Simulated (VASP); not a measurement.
# MoS2 in VASP: settings compared

Aim: see how the results for MoS2 move with the level of theory and the settings. Levels: r2SCAN, PBEsol. Tasks: single point.

Everything below comes from runs of VASP 6.6.1. Logs are shortened: lines on timing, memory, paths and dates and some standing lists are left out, and cuts for length are marked.

### Step 1. The cell of the first run

The cell holds a slab with vacuum, 12 atoms: a = 3.184 Å, b = 3.184 Å, c = 34.479 Å, α = 90.00°, β = 90.00°, γ = 120.00°.

### Step 2. Single point, r2SCAN

POSCAR

```
MoS2
1.0
    3.1837189491      0.0000000000      0.0000000000
   -1.5918594745      2.7571814884      0.0000000000
    0.0000000000      0.0000000000     34.4792384800
Mo S
4 8
Direct
    0.3333333333      0.6666666667      0.0935556300
    0.3333333333      0.6666666667      0.7209030300
    0.6666666667      0.3333333333      0.2790969700
    0.6666666667      0.3333333333      0.9064443700
    0.6666666667      0.3333333333      0.0485463000
    0.6666666667      0.3333333333      0.6759117500
    0.3333333333      0.6666666667      0.2340896600
    0.3333333333      0.6666666667      0.8614313100
    0.6666666667      0.3333333333      0.1385686900
    0.6666666667      0.3333333333      0.7659103400
    0.3333333333      0.6666666667      0.3240882500
    0.3333333333      0.6666666667      0.9514537000
```

INCAR.step1

```
  PREC = Accurate
  ENCUT = 520
  ISMEAR = -1
  SIGMA = 0.05
  LREAL = F
  LASPH = T
  NELM = 100
  NBANDS = 64
  GGA = PE
  ALGO = Normal
  EDIFF = 1E-4
  LWAVE = T
  LCHARG = F
```

INCAR.step2

```
  PREC = Accurate
  ENCUT = 520
  EDIFF = 1E-7
  ISMEAR = -1
  SIGMA = 0.05
  LREAL = F
  LASPH = T
  NELM = 100
  ALGO = Normal
  ISIF = 2
  LWAVE = F
  LCHARG = T
  METAGGA = R2SCAN
  LMIXTAU = T
  LELF = T
  LVHAR = T
  NBANDS = 64
  ISTART = 1
```

KPOINTS

```
Automatic mesh
0
Gamma
  10 10 1
```

Potentials or basis: VASP PAW PBE potentials, release 64 (Mo_sv, S).

Started as:

```bash
$ cat potpaw_PBE.64/Mo_sv/POTCAR potpaw_PBE.64/S/POTCAR > POTCAR
$ cp INCAR.step1 INCAR
$ mpirun -np 1 vasp_std > vasp.out
$ cp INCAR.step2 INCAR
$ mpirun -np 1 vasp_std > vasp.out
```

OUTCAR:

```text
PREC = Accurate
   ENCUT = 520
   EDIFF = 1E-7
   ISMEAR = -1
   LREAL = F
   LASPH = T
   NELM = 100
   ISIF = 2
   METAGGA = R2SCAN
   ISTART = 1

 ion  position               nearest neighbor table
   1  0.333  0.667  0.094-   5 2.41   5 2.41   5 2.41   9 2.41   9 2.41   9 2.41
   2  0.333  0.667  0.721-   6 2.41   6 2.41   6 2.41  10 2.41  10 2.41  10 2.41
   3  0.667  0.333  0.279-  11 2.41  11 2.41  11 2.41   7 2.41   7 2.41   7 2.41
   4  0.667  0.333  0.906-  12 2.41  12 2.41  12 2.41   8 2.41   8 2.41   8 2.41
   5  0.667  0.333  0.049-   1 2.41   1 2.41   1 2.41
   6  0.667  0.333  0.676-   2 2.41   2 2.41   2 2.41
   7  0.333  0.667  0.234-   3 2.41   3 2.41   3 2.41
   8  0.333  0.667  0.861-   4 2.41   4 2.41   4 2.41
   9  0.667  0.333  0.139-   1 2.41   1 2.41   1 2.41
  10  0.667  0.333  0.766-   2 2.41   2 2.41   2 2.41
  11  0.333  0.667  0.324-   3 2.41   3 2.41   3 2.41
  12  0.333  0.667  0.951-   4 2.41   4 2.41   4 2.41

  LATTYP: Found a hexagonal cell.
 ALAT       =     3.1837189491
 C/A-ratio  =    10.8298625071

  Lattice vectors:

 A1 = (   3.1837189491,   0.0000000000,   0.0000000000)
 A2 = (  -1.5918594745,   2.7571814884,   0.0000000000)
 A3 = (   0.0000000000,   0.0000000000,  34.4792384800)

Analysis of symmetry for initial positions (statically):
=====================================================================
 Subroutine PRICEL returns:
 Original cell was already a primitive cell.

 Routine SETGRP: Setting up the symmetry group for a
 hexagonal supercell.

 Subroutine GETGRP returns: Found 12 space group operations
 (whereof 12 operations were pure point group operations)
 out of a pool of 24 trial point group operations.

The static configuration has the point symmetry D_3d.

Analysis of symmetry for dynamics (positions and initial velocities):
=====================================================================
 Subroutine PRICEL returns:
 Original cell was already a primitive cell.

 Routine SETGRP: Setting up the symmetry group for a
 hexagonal supercell.

 Subroutine GETGRP returns: Found 12 space group operations
 (whereof 12 operations were pure point group operations)
 out of a pool of 24 trial point group operations.

The dynamic configuration has the point symmetry D_3d.

 Subroutine INISYM returns: Found 12 space group operations
 (whereof 12 operations are pure point group operations),
 and found     1 'primitive' translations

----------------------------------------------------------------------------------------

                                     Primitive cell

  volume of cell :     302.6619

  direct lattice vectors                    reciprocal lattice vectors
     3.183718949  0.000000000  0.000000000     0.314098077  0.181344609  0.000000000
    -1.591859475  2.757181488  0.000000000     0.000000000  0.362689219  0.000000000
     0.000000000  0.000000000 34.479238480     0.000000000  0.000000000  0.029002961

  length of vectors
     3.183718949  3.183718949 34.479238480     0.362689219  0.362689219  0.029002961

  position of ions in fractional coordinates (direct lattice)
     0.333333333  0.666666667  0.093555630
     0.333333333  0.666666667  0.720903030
     0.666666667  0.333333333  0.279096970
     0.666666667  0.333333333  0.906444370
     0.666666667  0.333333333  0.048546300
     0.666666667  0.333333333  0.675911750
     0.333333333  0.666666667  0.234089660
     0.333333333  0.666666667  0.861431310
     0.666666667  0.333333333  0.138568690
     0.666666667  0.333333333  0.765910340
     0.333333333  0.666666667  0.324088250
     0.333333333  0.666666667  0.951453700

  ion indices of the primitive-cell ions
   primitive index   ion index
                 1           1
                 2           2
                 3           3
                 4           4
                 5           5
                 6           6
                 7           7
                 8           8
                 9           9
                10          10
                11          11
                12          12

----------------------------------------------------------------------------------------

 KPOINTS: Automatic mesh

Automatic generation of k-mesh.
 Grid dimensions read from file:
 generate k-points for:   10   10    1

 Generating k-lattice:

  Cartesian coordinates                     Fractional coordinates (reciprocal lattice)
     0.031409808  0.018134461  0.000000000     0.100000000  0.000000000  0.000000000
     0.000000000  0.036268922  0.000000000     0.000000000  0.100000000  0.000000000
     0.000000000  0.000000000  0.029002961     0.000000000  0.000000000  1.000000000

  Length of vectors
     0.036268922  0.036268922  0.029002961

  Shift w.r.t. Gamma in fractional coordinates (k-lattice)
     0.000000000  0.000000000  0.000000000

 Subroutine IBZKPT returns following result:
 ===========================================

 Found     14 irreducible k-points:

 Following reciprocal coordinates:
            Coordinates               Weight
  0.000000  0.000000  0.000000      1.000000
  0.100000  0.000000  0.000000      6.000000
  0.200000  0.000000  0.000000      6.000000
  0.300000  0.000000  0.000000      6.000000
  0.400000  0.000000  0.000000      6.000000
  0.500000  0.000000  0.000000      3.000000
  0.100000  0.100000  0.000000      6.000000
  0.200000  0.100000  0.000000     12.000000
  0.300000  0.100000  0.000000     12.000000
  0.400000  0.100000  0.000000     12.000000
  0.200000  0.200000  0.000000      6.000000
  0.300000  0.200000  0.000000     12.000000
  0.400000  0.200000  0.000000      6.000000
  0.300000  0.300000  0.000000      6.000000
   k-points           NKPTS =     14   k-points in BZ     NKDIM =     14   number of bands    NBANDS=     64
   number of dos      NEDOS =    301   number of ions     NIONS =     12
   total plane-waves  NPLWV = 147456
   dimension x,y,z NGX =    24 NGY =   24 NGZ =  256
   dimension x,y,z NGXF=    48 NGYF=   48 NGZF=  512
   ions per type =               4   8
   NGX,Y,Z   is equivalent  to a cutoff of  12.53, 12.53, 12.34 a.u.
   NGXF,Y,Z  is equivalent  to a cutoff of  25.06, 25.06, 24.69 a.u.
 SYSTEM =  unknown system
   PREC   = accura    normal or accurate (medium, high low for compatibility)
   ISTART =      1    job   : 0-new  1-cont  2-samecut
   ICHARG =      0    charge: 1-file 2-atom 10-const
   ISPIN  =      1    spin polarized calculation?
   LNONCOLLINEAR =      F non collinear calculations
   LSORBIT =      F    spin-orbit coupling
   LASPH  =      T    aspherical Exc in radial PAW
   ENCUT  =  520.0 eV  38.22 Ry    6.18 a.u.   5.92  5.92 64.11*2*pi/ulx,y,z
   NELM   =    100;   NELMIN=  2; NELMDL=  0     # of ELM steps
   EDIFF  = 0.1E-06   stopping-criterion for ELM
   LREAL  =      F    real-space projection
   EDIFFG = 0.1E-05   stopping-criterion for IOM
   NSW    =      0    number of steps for IOM
   IBRION =     -1    ionic relax: 0-MD 1-quasi-New 2-CG
   NFREE  =      0    steps in history (QN), initial steepest desc. (CG)
   ISIF   =      2    stress and relaxation
   ISYM   =      2    0-nonsym 1-usesym 2-fastsym
   POTIM  = 0.5000    time-step for ionic-motion
   TEBEG  =    0.0;   TEEND  =   0.0 temperature during run
   PSTRESS=    0.0 pullay stress
   NELECT =     104.0000    total number of electrons
   NUPDOWN=      -1.0000    fix difference up-down
   EMIN   =  10.00;   EMAX   =-10.00  energy-range for DOS
   EFERMI =   0.00;   METHOD = LEGACY
   ISMEAR =    -1;   SIGMA  =   0.05  broadening in eV -4-tet -1-fermi 0-gaus
   EFERMI_NEDOS =   21; number of points for ismear=-14 and -15
   IALGO  =     38    algorithm
   IMIX   =      4    mixing-type and parameters
     AMIX     =   0.40;   BMIX     =  1.00
     AMIX_MAG =   1.60;   BMIX_MAG =  1.00
  volume/ion in A,a.u.               =      25.22       170.21
  Fermi-wavevector in a.u.,A,eV,Ry     =   1.146657  2.166867 17.889230  1.314821
  Thomas-Fermi vector in A             =   2.283340
   LORBIT       =      0    0 simple, 1 ext, 2 COOP (PROOUT), +10 PAW based schemes
   METAGGA = R2SCAN    functional components
   LHFCALC =     F    Hartree Fock is set to
   AEXX    =    0.0000 exact exchange contribution
   IVDW    =     0    specifies the selected vdW correction
   LEPSILON=     F    determine dielectric tensor
   LRPA    =     F    only Hartree local field effects (RPA)
 non-spin polarized calculation
  energy-cutoff  :      520.00
  volume of cell :      302.66
 maximum number of plane-waves:      8194
 NGX is ok and might be reduce to    24
   NGX = 11   NGY = 11   NGZ =129

 number of electron     103.9999990 magnetization

 Free energy of the ion-electron system (eV)
  ---------------------------------------------------
  ext. energy  EPLUGINS =         0.00000000
  ---------------------------------------------------
  free energy    TOTEN  =      -180.12653784 eV

  energy without entropy =     -180.12653760  energy(sigma->0) =     -180.12653772

 E-fermi :   4.0727     XC(G=0):  -8.4484

 val. band max:        3.4831985326   @ k =   0.0000   0.0000   0.0000
 cond. band min:       4.8108076228   @ k =   0.3000   0.3000   0.0000
 fundamental gap:      1.3276090902
 Fermi energy:         4.0727464505

 k-point     1 :       0.0000    0.0000    0.0000
  band No.  band energies     occupation
      1     -59.8657      2.00000
      2     -59.8657      2.00000
      3     -59.8651      2.00000
      4     -59.8651      2.00000
      5     -33.2785      2.00000
      6     -33.2785      2.00000
[... 56 lines left out ...]
     63       6.1244      0.00000
     64       6.1300      0.00000

 k-point     2 :       0.1000    0.0000    0.0000
  band No.  band energies     occupation
      1     -59.8617      2.00000
      2     -59.8617      2.00000
      3     -59.8611      2.00000
      4     -59.8611      2.00000
      5     -33.2706      2.00000
      6     -33.2706      2.00000
[... 860 lines left out ...]
     63       6.5992      0.00000
     64       6.6198      0.00000

------------------------ aborting loop because EDIFF is reached ----------------------------------------

  FORCE on cell =-STRESS in cart. coord.  units (eV):
  Direction    XX          YY          ZZ          XY          YZ          ZX
  --------------------------------------------------------------------------------------
  -------------------------------------------------------------------------------------
  Total        0.2702499      0.2702499      0.4095638      0.0000000      0.0000000      0.0000000
  in kB        1.4306004      1.4306004      2.1680755      0.0000000      0.0000000      0.0000000
  external PRESSURE =       1.6764254 kB  Pullay stress =       0.0000000 kB

 VOLUME and BASIS-vectors are now :
 -----------------------------------------------------------------------------
  energy-cutoff  :      520.00
  volume of cell :      302.66
      direct lattice vectors                 reciprocal lattice vectors
     3.183718949  0.000000000  0.000000000     0.314098077  0.181344609  0.000000000
    -1.591859475  2.757181488  0.000000000     0.000000000  0.362689219  0.000000000
     0.000000000  0.000000000 34.479238480     0.000000000  0.000000000  0.029002961

 POSITION                                       TOTAL-FORCE (eV/Angst)
 -----------------------------------------------------------------------------------
     -0.00000      1.83812      3.22573         0.000000     -0.000000     -0.000803
     -0.00000      1.83812     24.85619         0.000000     -0.000000     -0.007756
      1.59186      0.91906      9.62305        -0.000000      0.000000      0.007756
      1.59186      0.91906     31.25351        -0.000000      0.000000      0.000803
      1.59186      0.91906      1.67384         0.000000     -0.000000     -0.017061
      1.59186      0.91906     23.30492        -0.000000     -0.000000     -0.023876
     -0.00000      1.83812      8.07123        -0.000000      0.000000     -0.011258
     -0.00000      1.83812     29.70150         0.000000      0.000000     -0.005687
      1.59186      0.91906      4.77774        -0.000000      0.000000      0.005687
      1.59186      0.91906     26.40801        -0.000000      0.000000      0.011258
     -0.00000      1.83812     11.17432         0.000000      0.000000      0.023876
     -0.00000      1.83812     32.80540        -0.000000      0.000000      0.017061
 -----------------------------------------------------------------------------------
    total drift:                                0.000000      0.000000      0.000000

  FREE ENERGIE OF THE ION-ELECTRON SYSTEM (eV)
  ---------------------------------------------------
  free  energy   TOTEN  =      -180.1265378448 eV

  energy  without entropy=     -180.1265375960  energy(sigma->0) =     -180.12653772
```

It took 21 min on 1 thread of Intel Xeon 6975P-C (Granite Rapids), shared host; peak memory 0.5 GiB.

What came out:

- Free energy: -180.1265 eV
- Largest force: 0.024 eV/Å
- Band gap on the k mesh: 1.33 eV (least direct gap 1.99 eV)

Forces on the atoms (eV/Å):
```
Mo   0.000  0.000 -0.001
Mo   0.000  0.000 -0.008
Mo   0.000  0.000  0.008
Mo   0.000  0.000  0.001
S    0.000  0.000 -0.017
S    0.000  0.000 -0.024
S    0.000  0.000 -0.011
S    0.000  0.000 -0.006
S    0.000  0.000  0.006
S    0.000  0.000  0.011
S    0.000  0.000  0.024
S    0.000  0.000  0.017
```

Levels at points of the mesh, in eV from the valence-band top:
```csv
k point,band 50,band 51,band 52,band 53,band 54,band 55
"(0.00, 0.00, 0.00)",-0.46,-0.16,0.00,2.39,2.39,2.39
"(0.50, 0.00, 0.00)",-1.21,-1.18,-1.17,1.82,1.83,1.84
```

Caveat: the PAW data sets were made with another functional, which shifts forces and pressure a little.

### Step 3. Single point, PBEsol

INCAR

```
SYSTEM = MoS2
  PREC = Accurate
  ENCUT = 520
  EDIFF = 1E-7
  ISMEAR = -1
  SIGMA = 0.05
  LREAL = .FALSE.
  LASPH = .TRUE.
  NELM = 60
  ALGO = Normal
  ISIF = 2
  LWAVE = .FALSE.
  LCHARG = .TRUE.
  GGA = PS
  LELF = .TRUE.
  LVHAR = .TRUE.
  NBANDS = 64
```

KPOINTS

```
regular mesh
0
G
  10 10 1
  0 0 0
```

POSCAR is that of step 2.

Potentials or basis: VASP PAW PBE potentials, release 64 (Mo_sv, S).

Started as:

```bash
$ cat potpaw_PBE.64/Mo_sv/POTCAR potpaw_PBE.64/S/POTCAR > POTCAR
$ mpirun -np 1 vasp_std > vasp.out
```

It took 5.1 min on 1 thread of AMD EPYC 9R45 (Zen 5), shared host; peak memory 0.46 GiB.

It converged, with:

* Free energy: -93.7110 eV
* Largest force: 0.145 eV/Å
* Band gap on the k mesh: 1.23 eV (least direct gap 1.88 eV)

Forces in eV/Å, atoms in the order of the input:
```
Mo   0.000  0.000 -0.001
Mo   0.000  0.000 -0.006
Mo   0.000  0.000  0.006
Mo   0.000  0.000  0.001
S    0.000  0.000  0.124
S    0.000  0.000  0.145
S    0.000  0.000  0.121
S    0.000  0.000  0.128
S    0.000  0.000 -0.128
S    0.000  0.000 -0.121
S    0.000  0.000 -0.145
S    0.000  0.000 -0.124
```

Levels at points of the mesh, in eV from the valence-band top:
| k point | band 49 | band 50 | band 51 | band 52 | band 53 | band 54 | band 55 | band 56 |
| --- | --- | --- | --- | --- | --- | --- | --- | --- |
| (0.00, 0.00, 0.00) | -0.77 | -0.45 | -0.16 | 0.00 | 2.24 | 2.24 | 2.25 | 2.25 |
| (0.50, 0.00, 0.00) | -1.21 | -1.19 | -1.16 | -1.15 | 1.71 | 1.71 | 1.72 | 1.73 |

Caveat: the PAW data sets were made with another functional, which shifts forces and pressure a little.

### Step 4. Single point, PBEsol

This run uses another cell than the first one.

INCAR

```
SYSTEM = MoS2
PREC     = Accurate       ! precision mode
ENCUT    = 520            ! plane-wave cutoff, eV
EDIFF    = 1E-6           ! SCF threshold, eV
ISMEAR   = -1             ! smearing method
SIGMA    = 0.05           ! smearing width, eV
LREAL    = .FALSE.        ! projectors in reciprocal space
LASPH    = .TRUE.         ! aspherical terms in the spheres
NELM     = 100            ! most SCF steps
ALGO     = Normal         ! electronic algorithm
ISIF     = 2              ! what is computed and relaxed
LWAVE    = .FALSE.        ! write WAVECAR
LCHARG   = .FALSE.        ! write CHGCAR
GGA      = PS             ! functional
NBANDS   = 64             ! bands
```

KPOINTS is that of step 3.

Changes to POSCAR since step 3:

```diff
@@ -2,5 +2,5 @@
 1.0
-    3.1837189491      0.0000000000      0.0000000000
-   -1.5918594745      2.7571814884      0.0000000000
-    0.0000000000      0.0000000000     34.4792384800
+    3.2048037950      0.0000000000      0.0000000000
+   -1.6024018975      2.7754415006      0.0000000000
+    0.0000000000      0.0000000000     34.7075844623
 Mo S
```

Started as:

```bash
$ cat potpaw_PBE.64/Mo_sv/POTCAR potpaw_PBE.64/S/POTCAR > POTCAR
$ mpirun -np 1 vasp_std > vasp.out
```

Run time: 5.4 min. Hardware: 1 thread of AMD EPYC 9R45 (Zen 5), shared host; peak memory 0.47 GiB.

The run converged. Its results:

```yaml
Free_energy: -93.5888 eV
Largest_force: 0.460 eV/Å
Band_gap_on_the_k_mesh: 1.22 eV (least direct gap 1.83 eV)
```

Forces on the atoms (eV/Å):
```
Mo   0.000  0.000  0.000
Mo   0.000  0.000 -0.006
Mo   0.000  0.000  0.006
Mo   0.000  0.000  0.000
S    0.000  0.000  0.436
S    0.000  0.000  0.460
S    0.000  0.000  0.433
S    0.000  0.000  0.439
S    0.000  0.000 -0.439
S    0.000  0.000 -0.433
S    0.000  0.000 -0.460
S    0.000  0.000 -0.436
```

Levels at points of the mesh, in eV from the valence-band top:
| k point | band 48 | band 49 | band 50 | band 51 | band 52 | band 53 | band 54 | band 55 | band 56 | band 57 |
| --- | --- | --- | --- | --- | --- | --- | --- | --- | --- | --- |
| (0.00, 0.00, 0.00) | -1.54 | -0.72 | -0.43 | -0.15 | 0.00 | 2.20 | 2.20 | 2.21 | 2.21 | 2.21 |
| (0.50, 0.00, 0.00) | -1.46 | -1.17 | -1.15 | -1.12 | -1.11 | 1.67 | 1.68 | 1.68 | 1.69 | 2.12 |

Caveat: the PAW data sets were made with another functional, which shifts forces and pressure a little.

### Step 5. Single point, PBEsol

This run uses another cell than the first one.

INCAR

```
SYSTEM = MoS2
PREC = Accurate
ENCUT = 520
EDIFF = 1E-7
ISMEAR = -1
SIGMA = 0.05
LREAL = .False.
LASPH = .True.
NELM = 100
ALGO = Normal
ISIF = 2
LWAVE = .False.
LCHARG = .False.
GGA = PS
NBANDS = 64
```

KPOINTS

```
Automatic mesh
0
Gamma
  10 10 1
  0 0 0
```

Changes to POSCAR since step 4:

```diff
@@ -2,5 +2,5 @@
 1.0
-    3.2048037950      0.0000000000      0.0000000000
-   -1.6024018975      2.7754415006      0.0000000000
-    0.0000000000      0.0000000000     34.7075844623
+    3.2256147924      0.0000000000      0.0000000000
+   -1.6128073961      2.7934643530      0.0000000000
+    0.0000000000      0.0000000000     34.9329647026
 Mo S
```

Started as:

```bash
$ cat potpaw_PBE.64/Mo_sv/POTCAR potpaw_PBE.64/S/POTCAR > POTCAR
$ mpirun -np 1 vasp_std > vasp.out
```

Run time: 13 min. Hardware: 1 thread of Intel Xeon 8259CL, shared host; peak memory 0.51 GiB.

Results (log left out):

```yaml
Free_energy: -93.3986 eV
Largest_force: 0.751 eV/Å
Band_gap_on_the_k_mesh: 1.20 eV (least direct gap 1.78 eV)
```

Forces on the atoms (eV/Å):
```
Mo   0.000  0.000  0.000
Mo   0.000  0.000 -0.005
Mo   0.000  0.000  0.005
Mo   0.000  0.000  0.000
S    0.000  0.000  0.725
S    0.000  0.000  0.751
S    0.000  0.000  0.722
S    0.000  0.000  0.727
S    0.000  0.000 -0.727
S    0.000  0.000 -0.722
S    0.000  0.000 -0.751
S    0.000  0.000 -0.725
```

Levels at points of the mesh, in eV from the valence-band top:
```
           k point  band 48  band 49  band 50  band 51  band 52  band 53  band 54  band 55  band 56  band 57
(0.00, 0.00, 0.00)    -1.51    -0.68    -0.40    -0.14     0.00     2.17     2.17     2.17     2.17     2.18
(0.50, 0.00, 0.00)    -1.44    -1.13    -1.11    -1.09    -1.07     1.63     1.64     1.65     1.65     2.07
```

Caveat: the PAW data sets were made with another functional, which shifts forces and pressure a little.

(Continued in part 2 of 2.)
